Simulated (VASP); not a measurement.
# C: relaxation of cell and atoms with r2SCAN

Crystal: C.

```
C
1.0
     1.75607    0.00000    0.00000
     0.00000    1.75607    0.00000
     0.00000    0.00000    1.75607
C
1
Direct
  0.00000 0.00000 0.00000
```

```yaml
Program: VASP 6.6.1
Task: relaxation of cell and atoms
Functional: r2SCAN
Potentials_or_basis: VASP PAW PBE potentials, release 64 (C)
Cutoff: 600 eV
k_mesh: 30 × 30 × 30
Occupations: gaussian, width 0.1 eV
Spin: no spin polarisation
Dipole_correction: no
Further_INCAR_settings: ALGO = Normal; EDIFF = 1e-06; IBRION = 2; EDIFFG = -0.01; NSW = 100; ISIF = 3
```

| Item | Value |
| --- | --- |
| Relaxed volume | 5.62 Å³/atom |
| Relaxed cell | a = 1.777 Å, b = 1.777 Å, c = 1.777 Å, α = 90.00°, β = 90.00°, γ = 90.00° |
| Space group after relaxing (to 0.05 Å) | Pm-3m (No. 221) |
| Energy gained by relaxing | 8.0 meV/atom |
| Ionic steps | 3 |
| Pressure after relaxing | 0.0 GPa |
| Band gap on the k mesh | zero (band 2 reaches 20.73 eV, above the bottom of band 3 at 7.50 eV) |

The path:
```csv
step,energy change (eV),largest force (eV/Å),pressure (GPa),volume (Å³)
1,0.0000,0.0000,13.30,5.42
2,-0.0033,0.0000,-9.13,5.78
3,-0.0080,0.0000,-0.04,5.62
```

Final structure:
```cif
data_structure
_symmetry_space_group_name_H-M 'P 1'
_symmetry_Int_Tables_number 1
_cell_length_a 1.7774
_cell_length_b 1.7774
_cell_length_c 1.7774
_cell_angle_alpha 90.000
_cell_angle_beta 90.000
_cell_angle_gamma 90.000
_cell_volume 5.62
loop_
_atom_site_label
_atom_site_type_symbol
_atom_site_fract_x
_atom_site_fract_y
_atom_site_fract_z
_atom_site_occupancy
C1 C 0.00000 0.00000 0.00000 1
```

Levels at points of the mesh, in eV from the Fermi level:
```tsv
k point	band 1	band 2	band 3	band 4	band 5	band 6
(0.00, 0.00, 0.00)	-23.26	9.94	9.94	9.94	26.45	26.45
(0.50, 0.00, 0.00)	-13.58	-12.61	13.48	13.48	31.56	34.44
(0.50, 0.50, 0.00)	-6.32	-6.32	-3.29	8.92	16.37	43.88
(0.50, 0.50, 0.50)	-1.04	-1.04	-1.04	8.61	18.26	18.26
```

Wall time 2.1 min on 1 thread of AMD EPYC 9R45 96-Core Processor (Zen 5), with other jobs on the host, peak memory 0.1 GiB.

Caveat: the PAW data sets were made with another functional, which shifts forces and pressure a little.
